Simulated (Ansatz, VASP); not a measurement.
# Two plane-wave programs on Ag

File POSCAR:

```
Ag
1.0
   -1.6142626500      1.6142626500      1.6142626500
    1.6142626500     -1.6142626500      1.6142626500
    1.6142626500      1.6142626500     -1.6142626500
Ag
1
Direct
    0.0000000000      0.0000000000      0.0000000000
```

INCAR.step1

```
SYSTEM = Ag
ALGO = Normal
EDIFF = 1E-4
ENCUT = 520
GGA = PE
ISMEAR = 0
LASPH = .TRUE.
LCHARG = .FALSE.
LREAL = .FALSE.
LWAVE = .TRUE.
NBANDS = 12
NELM = 100
PREC = Accurate
SIGMA = 0.15
```

File INCAR.step2:

```
SYSTEM = Ag
ALGO = Normal
EDIFF = 1E-6
ENCUT = 520
ISIF = 2
ISMEAR = 0
ISTART = 1
LASPH = .TRUE.
LCHARG = .FALSE.
LMIXTAU = .TRUE.
LREAL = .FALSE.
LWAVE = .FALSE.
METAGGA = R2SCAN
NBANDS = 12
NELM = 100
PREC = Accurate
SIGMA = 0.15
```

File KPOINTS:

```
k-points
0
G
  20 20 20
  0 0 0
```

Input for Ansatz:

```yaml
crystal:
  lattice:
    - [-1.61426265, 1.61426265, 1.61426265]
    - [1.61426265, -1.61426265, 1.61426265]
    - [1.61426265, 1.61426265, -1.61426265]
  atoms:
    - { symbol: Ag, position: [0.0, 0.0, 0.0] }
basis:
  ecutwfc: 500
kpoints:
  mp_grid: { grid: [20, 20, 20] }
hamiltonian:
  xc: r2scan
scf:
  occupations: { method: gaussian, width: 0.15 }
output:
  forces: true
  stress: true
  eigenvalues: true
```

Change from the starting cell: strain -0.025 along x and y, -0.025 along z, atoms carried along.

Alike in both runs: task single point; functional r2SCAN; k mesh 20 × 20 × 20; occupations gaussian, width 0.15 eV; no spin polarisation.

|  | VASP | Ansatz |
| --- | --- | --- |
| version | VASP 6.6.1 | Ansatz 0.2.0 |
| potentials or method | VASP PAW PBE potentials, release 64 (Ag), cutoff 520 eV | scalar-relativistic, plane waves, PAW |
| valence electrons in the cell | 11 | 19 |

|  | VASP | Ansatz | Ansatz less VASP |
| --- | --- | --- | --- |
| gap on the k mesh at the Fermi level (eV) | none | none | - |
| pressure (GPa) | 4.1 | 3.9 | -0.19 |

VASP's potentials were made for PBE, not for r2SCAN. A gap of «none» marks a metal or a gap that the smearing closes. The functional is the same, so the differences come from potentials, cutoffs and numerics. VASP's potentials hold 11 valence electrons a cell and Ansatz's 19, so a difference there can come from the potentials and not from the codes.
